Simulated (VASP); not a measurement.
# Ag (Fm-3m) in VASP: single point with PBE+D3(BJ)

Aim: the single point of Ag with PBE+D3(BJ).

Program: VASP 6.6.1. These are calculated values, not measurements. Logs are shortened: lines on timing, memory, paths and dates and some standing lists are left out, and cuts for length are marked.

### 1 The cell of the first run

It takes space group Fm-3m (No. 225, cubic). Conventional cell: a = 4.085 Å, b = 4.085 Å, c = 4.085 Å, α = 90.00°, β = 90.00°, γ = 90.00°. Within 3.8 Å of Ag (site symmetry m-3m) lie 12 Ag at 2.89 Å.

### 2 Single point, PBE+D3(BJ)

File INCAR:

```
PREC = Accurate ; ENCUT = 500
EDIFF = 1E-6 ; ISMEAR = 1
SIGMA = 0.1 ; LREAL = F
LASPH = T ; NELM = 120
ALGO = Normal ; ISIF = 2
LWAVE = F ; LCHARG = F
GGA = PE ; IVDW = 12
NBANDS = 12 ; GGA_COMPAT = F
```

File KPOINTS:

```
regular mesh
0
Gamma
  15 15 15
```

File POSCAR:

```
Ag
1.0
    0.0000000000      2.0427500000      2.0427500000
    2.0427500000      0.0000000000      2.0427500000
    2.0427500000      2.0427500000      0.0000000000
Ag
1
Direct
    0.0000000000      0.0000000000      0.0000000000
```

Potentials or basis: VASP PAW PBE potentials, release 64 (Ag).

The run is started by

```sh
$ cat potpaw_PBE.64/Ag/POTCAR > POTCAR
$ mpirun -np 1 vasp_std > vasp.out
```

OUTCAR:

```text
PREC = Accurate
   ENCUT = 500
   EDIFF = 1E-6
   ISMEAR = 1
   LREAL = F
   LASPH = T
   NELM = 120
   ISIF = 2
   GGA = PE
   IVDW = 12
 IVDW          = 12

 ion  position               nearest neighbor table
   1  0.000  0.000  0.000-

  LATTYP: Found a face centered cubic cell.
 ALAT       =     4.0855000000

  Lattice vectors:

 A1 = (   0.0000000000,   2.0427500000,   2.0427500000)
 A2 = (   2.0427500000,   0.0000000000,   2.0427500000)
 A3 = (   2.0427500000,   2.0427500000,   0.0000000000)

Analysis of symmetry for initial positions (statically):
=====================================================================
 Subroutine PRICEL returns:
 Original cell was already a primitive cell.

 Routine SETGRP: Setting up the symmetry group for a
 face centered cubic supercell.

 Subroutine GETGRP returns: Found 48 space group operations
 (whereof 48 operations were pure point group operations)
 out of a pool of 48 trial point group operations.

The static configuration has the point symmetry O_h .

Analysis of symmetry for dynamics (positions and initial velocities):
=====================================================================
 Subroutine PRICEL returns:
 Original cell was already a primitive cell.

 Routine SETGRP: Setting up the symmetry group for a
 face centered cubic supercell.

 Subroutine GETGRP returns: Found 48 space group operations
 (whereof 48 operations were pure point group operations)
 out of a pool of 48 trial point group operations.

The dynamic configuration has the point symmetry O_h .

 Subroutine INISYM returns: Found 48 space group operations
 (whereof 48 operations are pure point group operations),
 and found     1 'primitive' translations

----------------------------------------------------------------------------------------

                                     Primitive cell

  volume of cell :      17.0481

  direct lattice vectors                    reciprocal lattice vectors
     0.000000000  2.042750000  2.042750000    -0.244768082  0.244768082  0.244768082
     2.042750000  0.000000000  2.042750000     0.244768082 -0.244768082  0.244768082
     2.042750000  2.042750000  0.000000000     0.244768082  0.244768082 -0.244768082

  length of vectors
     2.888884755  2.888884755  2.888884755     0.423950755  0.423950755  0.423950755

  position of ions in fractional coordinates (direct lattice)
     0.000000000  0.000000000  0.000000000

  ion indices of the primitive-cell ions
   primitive index   ion index
                 1           1

----------------------------------------------------------------------------------------

 KPOINTS: regular mesh

Automatic generation of k-mesh.
 Grid dimensions read from file:
 generate k-points for:   15   15   15

 Generating k-lattice:

  Cartesian coordinates                     Fractional coordinates (reciprocal lattice)
    -0.016317872  0.016317872  0.016317872     0.066666667  0.000000000  0.000000000
     0.016317872 -0.016317872  0.016317872     0.000000000  0.066666667  0.000000000
     0.016317872  0.016317872 -0.016317872     0.000000000  0.000000000  0.066666667

  Length of vectors
     0.028263384  0.028263384  0.028263384

  Shift w.r.t. Gamma in fractional coordinates (k-lattice)
     0.000000000  0.000000000  0.000000000

 Subroutine IBZKPT returns following result:
 ===========================================

 Found    120 irreducible k-points:

 Following reciprocal coordinates:
            Coordinates               Weight
  0.000000  0.000000  0.000000      1.000000
  0.066667  0.000000  0.000000      8.000000
  0.133333  0.000000  0.000000      8.000000
  0.200000  0.000000  0.000000      8.000000
  0.266667  0.000000  0.000000      8.000000
  0.333333  0.000000  0.000000      8.000000
[... 16 lines left out ...]
  0.133333  0.133333  0.000000      6.000000
  0.200000  0.133333  0.000000     24.000000
 [... further k-points ...]
   k-points           NKPTS =    120   k-points in BZ     NKDIM =    120   number of bands    NBANDS=     12
   number of dos      NEDOS =    301   number of ions     NIONS =      1
   total plane-waves  NPLWV =  13824
   dimension x,y,z NGX =    24 NGY =   24 NGZ =   24
   dimension x,y,z NGXF=    48 NGYF=   48 NGZF=   48
   ions per type =               1
   NGX,Y,Z   is equivalent  to a cutoff of  13.81, 13.81, 13.81 a.u.
   NGXF,Y,Z  is equivalent  to a cutoff of  27.62, 27.62, 27.62 a.u.
 SYSTEM =  unknown system
   PREC   = accura    normal or accurate (medium, high low for compatibility)
   ISTART =      0    job   : 0-new  1-cont  2-samecut
   ICHARG =      2    charge: 1-file 2-atom 10-const
   ISPIN  =      1    spin polarized calculation?
   LNONCOLLINEAR =      F non collinear calculations
   LSORBIT =      F    spin-orbit coupling
   LASPH  =      T    aspherical Exc in radial PAW
   ENCUT  =  500.0 eV  36.75 Ry    6.06 a.u.   5.27  5.27  5.27*2*pi/ulx,y,z
   NELM   =    120;   NELMIN=  2; NELMDL= -5     # of ELM steps
   EDIFF  = 0.1E-05   stopping-criterion for ELM
   LREAL  =      F    real-space projection
   EDIFFG = 0.1E-04   stopping-criterion for IOM
   NSW    =      0    number of steps for IOM
   IBRION =     -1    ionic relax: 0-MD 1-quasi-New 2-CG
   NFREE  =      0    steps in history (QN), initial steepest desc. (CG)
   ISIF   =      2    stress and relaxation
   ISYM   =      2    0-nonsym 1-usesym 2-fastsym
   POTIM  = 0.5000    time-step for ionic-motion
   TEBEG  =    0.0;   TEEND  =   0.0 temperature during run
   PSTRESS=    0.0 pullay stress
   NELECT =      11.0000    total number of electrons
   NUPDOWN=      -1.0000    fix difference up-down
   EMIN   =  10.00;   EMAX   =-10.00  energy-range for DOS
   EFERMI =   0.00;   METHOD = LEGACY
   ISMEAR =     1;   SIGMA  =   0.10  broadening in eV -4-tet -1-fermi 0-gaus
   EFERMI_NEDOS =   21; number of points for ismear=-14 and -15
   IALGO  =     38    algorithm
   IMIX   =      4    mixing-type and parameters
     AMIX     =   0.40;   BMIX     =  1.00
     AMIX_MAG =   1.60;   BMIX_MAG =  1.00
  volume/ion in A,a.u.               =      17.05       115.05
  Fermi-wavevector in a.u.,A,eV,Ry     =   1.414644  2.673290 27.228221  2.001218
  Thomas-Fermi vector in A             =   2.536165
   LORBIT       =      0    0 simple, 1 ext, 2 COOP (PROOUT), +10 PAW based schemes
   GGA     = PE    functional components
   LHFCALC =     F    Hartree Fock is set to
   AEXX    =    0.0000 exact exchange contribution
   IVDW    =    12    specifies the selected vdW correction
   LEPSILON=     F    determine dielectric tensor
   LRPA    =     F    only Hartree local field effects (RPA)
 non-spin polarized calculation
 Methfessel and Paxton  Order N= 1 SIGMA  =   0.10
  energy-cutoff  :      500.00
  volume of cell :       17.05
 maximum number of plane-waves:       445
 NGX is ok and might be reduce to    24
   NGX = 11   NGY = 11   NGZ = 11

 number of electron      10.9999999 magnetization

 Free energy of the ion-electron system (eV)
  ---------------------------------------------------
  ext. energy  EPLUGINS =         0.00000000
  ---------------------------------------------------
  free energy    TOTEN  =        -2.70289872 eV

  energy without entropy =       -2.70253629  energy(sigma->0) =       -2.70277791

 E-fermi :   8.5912     XC(G=0): -12.2115

 val. band max:        8.5742544098   @ k =  -0.3333   0.2000   0.0000
 cond. band min:       8.6116561039   @ k =  -0.4000   0.1333   0.0000
 fundamental gap:      0.0374016941
 Fermi energy:         8.5911995791

 k-point     1 :       0.0000    0.0000    0.0000
  band No.  band energies     occupation
      1       0.6630      2.00000
      2       3.6206      2.00000
      3       3.6206      2.00000
      4       3.6206      2.00000
      5       4.6542      2.00000
      6       4.6542      2.00000
      7      24.4570      0.00000
      8      28.0362      0.00000
      9      28.0362      0.00000
     10      28.0362      0.00000
     11      32.8443      0.00000
     12      33.9837      0.00000

 k-point     2 :       0.0667    0.0000    0.0000
  band No.  band energies     occupation
      1       0.8018      2.00000
      2       3.5888      2.00000
      3       3.6589      2.00000
      4       3.6589      2.00000
      5       4.6396      2.00000
      6       4.6396      2.00000
      7      24.4771      0.00000
      8      26.9017      0.00000
      9      28.0935      0.00000
     10      28.0935      0.00000
     11      32.8349      0.00000
     12      33.8121      0.00000

 k-point     3 :       0.1333    0.0000    0.0000
  band No.  band energies     occupation
      1       1.1946      2.00000
      2       3.5266      2.00000
      3       3.7509      2.00000
      4       3.7509      2.00000
      5       4.6189      2.00000
      6       4.6189      2.00000
      7      23.7815      0.00000
      8      25.4970      0.00000
      9      28.2168      0.00000
     10      28.2168      0.00000
     11      31.7704      0.00000
     12      33.2143      0.00000

 k-point     4 :       0.2000    0.0000    0.0000
  band No.  band energies     occupation
      1       1.7281      2.00000
      2       3.5693      2.00000
      3       3.8240      2.00000
      4       3.8240      2.00000
      5       4.6629      2.00000
      6       4.6629      2.00000
      7      21.5008      0.00000
      8      25.2764      0.00000
      9      28.2529      0.00000
     10      28.2529      0.00000
     11      31.1780      0.00000
     12      32.3160      0.00000

 k-point     5 :       0.2667    0.0000    0.0000
  band No.  band energies     occupation
      1       2.0982      2.00000
      2       3.8085      2.00000
      3       3.8085      2.00000
      4       4.0437      2.00000
      5       4.8312      2.00000
      6       4.8312      2.00000
      7      18.9296      0.00000
      8      24.9352      0.00000
      9      27.9781      0.00000
     10      27.9781      0.00000
     11      31.4944      0.00000
     12      31.6020      0.00000
[... 228 lines left out ...]
      1       1.4817      2.00000
      2       3.4441      2.00000
      3       3.8196      2.00000
      4       3.8416      2.00000
      5       4.4960      2.00000
      6       4.7526      2.00000
      7      23.2157      0.00000
      8      24.7994      0.00000
      9      27.2954      0.00000
     10      29.3846      0.00000
     11      30.4862      0.00000
     12      33.1046      0.00000

 k-point    22 :      -0.0667    0.0667    0.0000
  band No.  band energies     occupation
      1       1.0269      2.00000
      2       3.5235      2.00000
      3       3.7116      2.00000
      4       3.7425      2.00000
      5       4.5646      2.00000
      6       4.6796      2.00000
      7      24.4296      0.00000
      8      25.8473      0.00000
      9      27.3822      0.00000
     10      28.7127      0.00000
     11      31.8697      0.00000
     12      33.9051      0.00000

 k-point    23 :       0.1333    0.1333    0.0000
  band No.  band energies     occupation
      1       1.3745      2.00000
      2       3.3462      2.00000
      3       3.8859      2.00000
      4       3.8859      2.00000
      5       4.4066      2.00000
      6       4.7745      2.00000
      7      24.7039      0.00000
      8      26.1707      0.00000
      9      26.2698      0.00000
     10      26.2698      0.00000
     11      32.2689      0.00000
     12      33.6870      0.00000

 k-point    24 :       0.2000    0.1333    0.0000
  band No.  band energies     occupation
      1       1.7975      2.00000
      2       3.2272      2.00000
      3       3.9788      2.00000
      4       4.0130      2.00000
      5       4.4108      2.00000
      6       4.8441      2.00000
      7      23.5372      0.00000
      8      25.1124      0.00000
      9      25.5222      0.00000
     10      27.0098      0.00000
     11      30.6138      0.00000
     12      33.7155      0.00000

 [... further k-points ...]

------------------------ aborting loop because EDIFF is reached ----------------------------------------

 Edisp (eV)   -0.58899

 E8    (eV) :    -0.2574

  FORCE on cell =-STRESS in cart. coord.  units (eV):
  Direction    XX          YY          ZZ          XY          YZ          ZX
  --------------------------------------------------------------------------------------
  -------------------------------------------------------------------------------------
  Total      -0.13040    -0.13040    -0.13040    -0.00000     0.00000    -0.00000
  in kB     -12.25510   -12.25510   -12.25510    -0.00000     0.00000    -0.00000
  external pressure =      -12.26 kB  Pullay stress =        0.00 kB

 VOLUME and BASIS-vectors are now :
 -----------------------------------------------------------------------------
  energy-cutoff  :      500.00
  volume of cell :       17.05
      direct lattice vectors                 reciprocal lattice vectors
     0.000000000  2.042750000  2.042750000    -0.244768082  0.244768082  0.244768082
     2.042750000  0.000000000  2.042750000     0.244768082 -0.244768082  0.244768082
     2.042750000  2.042750000  0.000000000     0.244768082  0.244768082 -0.244768082

 POSITION                                       TOTAL-FORCE (eV/Angst)
 -----------------------------------------------------------------------------------
      0.00000      0.00000      0.00000         0.000000     -0.000000      0.000000
 -----------------------------------------------------------------------------------
    total drift:                               -0.000000      0.000000     -0.000000

  FREE ENERGIE OF THE ION-ELECTRON SYSTEM (eV)
  ---------------------------------------------------
  free  energy   TOTEN  =        -3.2918901797 eV

  energy  without entropy=       -3.2915277495  energy(sigma->0) =       -3.29176937
```

Wall time 21 s (1 thread of Intel Xeon 8259CL, shared host); peak memory 0.16 GiB.

Results:

```yaml
Free_energy: -3.2919 eV
Pressure: -1.2 GPa
Band_gap_on_the_k_mesh: zero (an odd number of electrons rules out a gap without spin polarisation)
Dispersion_energy_per_atom: -0.589 eV
```

Levels at points of the mesh, in eV from the Fermi level:
```
           k point  band 2  band 3  band 4  band 5  band 6  band 7  band 8  band 9  band 10  band 11
(0.00, 0.00, 0.00)   -4.97   -4.97   -4.97   -3.94   -3.94   15.87   19.45   19.45    19.45    24.25
```

Caveat: three body term missing.
